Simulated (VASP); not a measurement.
**Re: single point with PBE**

Re:

```
Re
1.0
     2.76534    0.00000    0.00000
    -1.38267    2.39485    0.00000
     0.00000    0.00000    4.47358
Re
2
Direct
  0.33333 0.66667 0.25000
  0.66667 0.33333 0.75000
```

- Program: VASP 6.6.1
- Task: single point
- Functional: PBE
- Potentials or basis: VASP PAW PBE potentials, release 64 (Re)
- Cutoff: 520 eV
- k mesh: 9 × 9 × 6
- Occupations: gaussian, width 0.1 eV
- Spin: no spin polarisation
- Dipole correction: no
- Further INCAR settings: ALGO = Normal; EDIFF = 1e-07; NBANDS = 14

```
Pressure               : 3.0 GPa
Band gap on the k mesh : zero (band 7 reaches 9.01 eV, above the bottom of band 8 at 6.12 eV)
```

Stress tensor (GPa, compression positive):
```
3.16 0.00 0.00
0.00 3.16 0.00
0.00 0.00 2.71
```

Levels at points of the mesh, in eV from the Fermi level:
```
           k point  band 3  band 4  band 5  band 6  band 7  band 8  band 9  band 10  band 11  band 12
(0.00, 0.00, 0.00)   -1.60   -1.57   -1.57   -0.75   -0.75    0.19    0.19     0.57     3.32     3.32
(0.00, 0.00, 0.50)   -2.39   -2.39   -1.69   -1.69   -1.69   -1.69    2.51     2.51     2.51     2.51
```

Run time: 21 s on 1 thread of Intel(R) Xeon(R) Platinum 8488C (Sapphire Rapids), with other jobs on the host, peak memory 0.16 GiB.

Caveat: spin-orbit coupling is left out, which moves the levels of the heavy elements.
